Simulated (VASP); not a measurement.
# GaP (R-3m) in VASP: single point with LDA

Aim: the single point of GaP with LDA.

Everything below comes from runs of VASP 6.6.1. Logs are shortened: lines on timing, memory, paths and dates and some standing lists are left out, and cuts for length are marked.

## 1. The cell of the first run

The structure is trigonal, space group R-3m (No. 166). Conventional cell: a = 3.886 Å, b = 3.886 Å, c = 19.292 Å, α = 90.00°, β = 90.00°, γ = 120.00°. Ga (site symmetry 3m) has 3 P at 2.40 Å and 1 Ga at 2.49 Å within 3.2 Å. P (site symmetry 3m) has 1 P at 2.21 Å and 3 Ga at 2.40 Å within 2.9 Å.

## 2. Single point, LDA

INCAR reads:

```
PREC     = Accurate       # precision mode
ENCUT    = 500            # plane-wave cutoff, eV
EDIFF    = 1E-6           # SCF threshold, eV
ISMEAR   = -1             # smearing method
SIGMA    = 0.1            # smearing width, eV
LREAL    = F              # projectors in reciprocal space
LASPH    = T              # aspherical terms in the spheres
NELM     = 120            # most SCF steps
ALGO     = Normal         # electronic algorithm
ISIF     = 2              # what is computed and relaxed
LWAVE    = F              # write WAVECAR
LCHARG   = T              # write CHGCAR
GGA      = CA             # functional
LELF     = T              # ELF
LVHAR    = T            
NBANDS   = 26             # bands
GGA_COMPAT= F
```

KPOINTS reads:

```
regular mesh
0
Gamma
  4 4 4
```

POSCAR reads:

```
GaP
1.0
    1.9430200000      1.1218000000      6.4308100000
   -1.9430200000      1.1218000000      6.4308100000
    0.0000000000     -2.2436000000      6.4308100000
Ga P
2 2
Direct
    0.4353700000      0.4353700000      0.4353700000
    0.5646300000      0.5646300000      0.5646300000
    0.0573900000      0.0573900000      0.0573900000
    0.9426100000      0.9426100000      0.9426100000
```

Potentials or basis: VASP PAW LDA potentials, release 64 (Ga_d, P).

Started as:

```console
$ cat potpaw_LDA.64/Ga_d/POTCAR potpaw_LDA.64/P/POTCAR > POTCAR
$ mpirun -np 1 vasp_std > vasp.out
```

OUTCAR:

```text
PREC = Accurate
   ENCUT = 500
   EDIFF = 1E-6
   ISMEAR = -1
   LREAL = F
   LASPH = T
   NELM = 120
   ISIF = 2
   GGA = CA

 ion  position               nearest neighbor table
   1  0.435  0.435  0.435-   3 2.40   3 2.40   3 2.40   2 2.49
   2  0.565  0.565  0.565-   4 2.40   4 2.40   4 2.40   1 2.49
   3  0.057  0.057  0.057-   4 2.21   1 2.40   1 2.40   1 2.40
   4  0.943  0.943  0.943-   3 2.21   2 2.40   2 2.40   2 2.40

  LATTYP: Found a trigonal (rhomboedric) cell.
 ALAT       =     6.8109528861
 COS(alpha) =     0.8372320906

  Lattice vectors:

 A1 = (   1.9430200000,   1.1218000000,   6.4308100000)
 A2 = (  -1.9430200000,   1.1218000000,   6.4308100000)
 A3 = (   0.0000000000,  -2.2436000000,   6.4308100000)

Analysis of symmetry for initial positions (statically):
=====================================================================
 Subroutine PRICEL returns:
 Original cell was already a primitive cell.

 Routine SETGRP: Setting up the symmetry group for a
 trigonal (rhombohedral) supercell.

 Subroutine GETGRP returns: Found 12 space group operations
 (whereof 12 operations were pure point group operations)
 out of a pool of 12 trial point group operations.

The static configuration has the point symmetry D_3d.

Analysis of symmetry for dynamics (positions and initial velocities):
=====================================================================
 Subroutine PRICEL returns:
 Original cell was already a primitive cell.

 Routine SETGRP: Setting up the symmetry group for a
 trigonal (rhombohedral) supercell.

 Subroutine GETGRP returns: Found 12 space group operations
 (whereof 12 operations were pure point group operations)
 out of a pool of 12 trial point group operations.

The dynamic configuration has the point symmetry D_3d.

 Subroutine INISYM returns: Found 12 space group operations
 (whereof 12 operations are pure point group operations),
 and found     1 'primitive' translations

----------------------------------------------------------------------------------------

                                     Primitive cell

  volume of cell :      84.1026

  direct lattice vectors                    reciprocal lattice vectors
     1.943020000  1.121800000  6.430810000     0.257331371  0.148570749  0.051833802
    -1.943020000  1.121800000  6.430810000    -0.257331371  0.148570749  0.051833802
     0.000000000 -2.243600000  6.430810000     0.000000000 -0.297141499  0.051833802

  length of vectors
     6.810952886  6.810952886  6.810951344     0.301627991  0.301627991  0.301628602

  position of ions in fractional coordinates (direct lattice)
     0.435370000  0.435370000  0.435370000
     0.564630000  0.564630000  0.564630000
     0.057390000  0.057390000  0.057390000
     0.942610000  0.942610000  0.942610000

  ion indices of the primitive-cell ions
   primitive index   ion index
                 1           1
                 2           2
                 3           3
                 4           4

----------------------------------------------------------------------------------------

 KPOINTS: regular mesh

Automatic generation of k-mesh.
 Grid dimensions read from file:
 generate k-points for:    4    4    4

 Generating k-lattice:

  Cartesian coordinates                     Fractional coordinates (reciprocal lattice)
     0.064332843  0.037142687  0.012958451     0.250000000  0.000000000 -0.000000000
    -0.064332843  0.037142687  0.012958451     0.000000000  0.250000000 -0.000000000
     0.000000000 -0.074285375  0.012958451    -0.000000000 -0.000000000  0.250000000

  Length of vectors
     0.075406998  0.075406998  0.075407150

  Shift w.r.t. Gamma in fractional coordinates (k-lattice)
     0.000000000  0.000000000  0.000000000

 Subroutine IBZKPT returns following result:
 ===========================================

 Found     13 irreducible k-points:

 Following reciprocal coordinates:
            Coordinates               Weight
  0.000000  0.000000  0.000000      1.000000
  0.250000  0.000000 -0.000000      6.000000
  0.500000  0.000000 -0.000000      3.000000
  0.250000  0.250000 -0.000000      6.000000
  0.500000  0.250000 -0.000000     12.000000
 -0.250000  0.250000  0.000000      6.000000
  0.500000  0.500000 -0.000000      3.000000
  0.250000  0.250000  0.250000      2.000000
  0.500000  0.250000  0.250000      6.000000
 -0.250000  0.250000  0.250000      6.000000
  0.500000  0.500000  0.250000      6.000000
 -0.250000  0.500000  0.250000      6.000000
  0.500000  0.500000  0.500000      1.000000
   k-points           NKPTS =     13   k-points in BZ     NKDIM =     13   number of bands    NBANDS=     26
   number of dos      NEDOS =    301   number of ions     NIONS =      4
   total plane-waves  NPLWV = 125000
   dimension x,y,z NGX =    50 NGY =   50 NGZ =   50
   dimension x,y,z NGXF=   100 NGYF=  100 NGZF=  100
   ions per type =               2   2
   NGX,Y,Z   is equivalent  to a cutoff of  12.20, 12.20, 12.20 a.u.
   NGXF,Y,Z  is equivalent  to a cutoff of  24.41, 24.41, 24.41 a.u.
 SYSTEM =  unknown system
   PREC   = accura    normal or accurate (medium, high low for compatibility)
   ISTART =      0    job   : 0-new  1-cont  2-samecut
   ICHARG =      2    charge: 1-file 2-atom 10-const
   ISPIN  =      1    spin polarized calculation?
   LNONCOLLINEAR =      F non collinear calculations
   LSORBIT =      F    spin-orbit coupling
   LASPH  =      T    aspherical Exc in radial PAW
   ENCUT  =  500.0 eV  36.75 Ry    6.06 a.u.  12.42 12.42 12.42*2*pi/ulx,y,z
   NELM   =    120;   NELMIN=  2; NELMDL= -5     # of ELM steps
   EDIFF  = 0.1E-05   stopping-criterion for ELM
   LREAL  =      F    real-space projection
   EDIFFG = 0.1E-04   stopping-criterion for IOM
   NSW    =      0    number of steps for IOM
   IBRION =     -1    ionic relax: 0-MD 1-quasi-New 2-CG
   NFREE  =      0    steps in history (QN), initial steepest desc. (CG)
   ISIF   =      2    stress and relaxation
   ISYM   =      2    0-nonsym 1-usesym 2-fastsym
   POTIM  = 0.5000    time-step for ionic-motion
   TEBEG  =    0.0;   TEEND  =   0.0 temperature during run
   PSTRESS=    0.0 pullay stress
   NELECT =      36.0000    total number of electrons
   NUPDOWN=      -1.0000    fix difference up-down
   EMIN   =  10.00;   EMAX   =-10.00  energy-range for DOS
   EFERMI =   0.00;   METHOD = LEGACY
   ISMEAR =    -1;   SIGMA  =   0.10  broadening in eV -4-tet -1-fermi 0-gaus
   EFERMI_NEDOS =   21; number of points for ismear=-14 and -15
   IALGO  =     38    algorithm
   IMIX   =      4    mixing-type and parameters
     AMIX     =   0.40;   BMIX     =  1.00
     AMIX_MAG =   1.60;   BMIX_MAG =  1.00
  volume/ion in A,a.u.               =      21.03       141.89
  Fermi-wavevector in a.u.,A,eV,Ry     =   1.233784  2.331514 20.711099  1.522223
  Thomas-Fermi vector in A             =   2.368500
   LORBIT       =      0    0 simple, 1 ext, 2 COOP (PROOUT), +10 PAW based schemes
   GGA     = CA    functional components
   LHFCALC =     F    Hartree Fock is set to
   AEXX    =    0.0000 exact exchange contribution
   IVDW    =     0    specifies the selected vdW correction
   LEPSILON=     F    determine dielectric tensor
   LRPA    =     F    only Hartree local field effects (RPA)
 non-spin polarized calculation
  energy-cutoff  :      500.00
  volume of cell :       84.10
 maximum number of plane-waves:      2144
 NGX is ok and might be reduce to    50
   NGX = 25   NGY = 25   NGZ = 25

 number of electron      35.9999999 magnetization

 Free energy of the ion-electron system (eV)
  ---------------------------------------------------
  ext. energy  EPLUGINS =         0.00000000
  ---------------------------------------------------
  free energy    TOTEN  =       -20.16905336 eV

  energy without entropy =      -20.16599756  energy(sigma->0) =      -20.16752546

 E-fermi :   4.8349     XC(G=0):  -9.9882

 val. band max:        4.4832654883   @ k =   0.0000   0.0000   0.0000
 cond. band min:       5.1904642018   @ k =   0.5000   0.5000  -0.0000
 fundamental gap:      0.7071987136
 Fermi energy:         4.8348979247

 k-point     1 :       0.0000    0.0000    0.0000
  band No.  band energies     occupation
      1     -10.4523      2.00000
      2     -10.3252      2.00000
      3     -10.3252      2.00000
      4     -10.3103      2.00000
      5     -10.3103      2.00000
      6     -10.2607      2.00000
[... 18 lines left out ...]
     25       8.7876      0.00000
     26      12.2678      0.00000

 k-point     2 :       0.2500    0.0000   -0.0000
  band No.  band energies     occupation
      1     -10.4415      2.00000
      2     -10.3771      2.00000
      3     -10.3352      2.00000
      4     -10.3209      2.00000
      5     -10.2887      2.00000
      6     -10.2703      2.00000
[... 18 lines left out ...]
     25      10.5521      0.00000
     26      11.5150      0.00000

 k-point     3 :       0.5000    0.0000   -0.0000
  band No.  band energies     occupation
      1     -10.4269      2.00000
      2     -10.4268      2.00000
      3     -10.3527      2.00000
      4     -10.3190      2.00000
      5     -10.2807      2.00000
      6     -10.2673      2.00000
[... 18 lines left out ...]
     25      10.7753      0.00000
     26      11.0779      0.00000

 k-point     4 :       0.2500    0.2500   -0.0000
  band No.  band energies     occupation
      1     -10.4413      2.00000
      2     -10.3665      2.00000
      3     -10.3427      2.00000
      4     -10.3235      2.00000
      5     -10.2881      2.00000
      6     -10.2702      2.00000
[... 18 lines left out ...]
     25      10.7177      0.00000
     26      11.1286      0.00000
[... 177 lines left out ...]
      1     -10.4389      2.00000
      2     -10.3628      2.00000
      3     -10.3458      2.00000
      4     -10.3229      2.00000
      5     -10.2893      2.00000
      6     -10.2711      2.00000
[... 18 lines left out ...]
     25      11.0936      0.00000
     26      11.3875      0.00000

 k-point    12 :      -0.2500    0.5000    0.2500
  band No.  band energies     occupation
      1     -10.4224      2.00000
      2     -10.4037      2.00000
      3     -10.3642      2.00000
      4     -10.3158      2.00000
      5     -10.2952      2.00000
      6     -10.2571      2.00000
[... 18 lines left out ...]
     25      11.1129      0.00000
     26      11.6059      0.00000

 k-point    13 :       0.5000    0.5000    0.5000
  band No.  band energies     occupation
      1     -10.4510      2.00000
      2     -10.3231      2.00000
      3     -10.3231      2.00000
      4     -10.3128      2.00000
      5     -10.3128      2.00000
      6     -10.2619      2.00000
[... 18 lines left out ...]
     25      10.4284      0.00000
     26      10.6902      0.00000

------------------------ aborting loop because EDIFF is reached ----------------------------------------

  FORCE on cell =-STRESS in cart. coord.  units (eV):
  Direction    XX          YY          ZZ          XY          YZ          ZX
  --------------------------------------------------------------------------------------
  -------------------------------------------------------------------------------------
  Total       -2.2390081     -2.2389956     -2.6479020      0.0000000      0.0000000      0.0000000
  in kB      -42.6536899    -42.6534527    -50.4432267      0.0000000      0.0000000      0.0000000
  external PRESSURE =     -45.2501231 kB  Pullay stress =       0.0000000 kB

 VOLUME and BASIS-vectors are now :
 -----------------------------------------------------------------------------
  energy-cutoff  :      500.00
  volume of cell :       84.10
      direct lattice vectors                 reciprocal lattice vectors
     1.943020000  1.121800000  6.430810000     0.257331371  0.148570749  0.051833802
    -1.943020000  1.121800000  6.430810000    -0.257331371  0.148570749  0.051833802
     0.000000000 -2.243600000  6.430810000     0.000000000 -0.297141499  0.051833802

 POSITION                                       TOTAL-FORCE (eV/Angst)
 -----------------------------------------------------------------------------------
      0.00000      0.00000      8.39935         0.000000      0.000000      0.047091
      0.00000      0.00000     10.89308         0.000000     -0.000000     -0.047091
      0.00000      0.00000      1.10719         0.000000     -0.000000      0.079094
      0.00000      0.00000     18.18524         0.000000     -0.000000     -0.079094
 -----------------------------------------------------------------------------------
    total drift:                                0.000000     -0.000000     -0.000000

  FREE ENERGIE OF THE ION-ELECTRON SYSTEM (eV)
  ---------------------------------------------------
  free  energy   TOTEN  =       -20.1690533643 eV

  energy  without entropy=      -20.1659975576  energy(sigma->0) =      -20.16752546
```

Wall time 51 s (1 thread of Intel Xeon Platinum 8488C (Sapphire Rapids), shared host); peak memory 0.25 GiB.

What came out:

```yaml
Free_energy: -20.1691 eV
Pressure: -4.5 GPa
Largest_force: 0.079 eV/Å
Band_gap_on_the_k_mesh: 0.71 eV, indirect (least direct gap 0.95 eV)
```

Forces on the atoms (eV/Å):
```
Ga   0.000  0.000  0.047
Ga   0.000  0.000 -0.047
P    0.000  0.000  0.079
P    0.000  0.000 -0.079
```

Levels at points of the mesh, in eV from the valence-band top:
| k point | band 14 | band 15 | band 16 | band 17 | band 18 | band 19 | band 20 | band 21 | band 22 | band 23 |
| --- | --- | --- | --- | --- | --- | --- | --- | --- | --- | --- |
| (0.00, 0.00, 0.00) | -1.79 | -1.79 | -0.28 | 0.00 | 0.00 | 0.95 | 1.32 | 2.67 | 3.57 | 3.57 |
| (0.50, 0.00, 0.00) | -5.63 | -4.48 | -2.83 | -2.73 | -1.76 | 1.48 | 2.58 | 3.53 | 4.36 | 6.15 |
| (0.50, 0.50, 0.00) | -6.80 | -3.80 | -3.10 | -1.22 | -0.53 | 0.71 | 1.34 | 1.37 | 3.94 | 4.04 |
| (0.50, 0.50, 0.50) | -3.78 | -1.69 | -1.69 | -0.26 | -0.26 | 0.96 | 2.21 | 3.77 | 3.77 | 4.92 |

Caveat: the k points lie up to 0.47 Å⁻¹ apart.
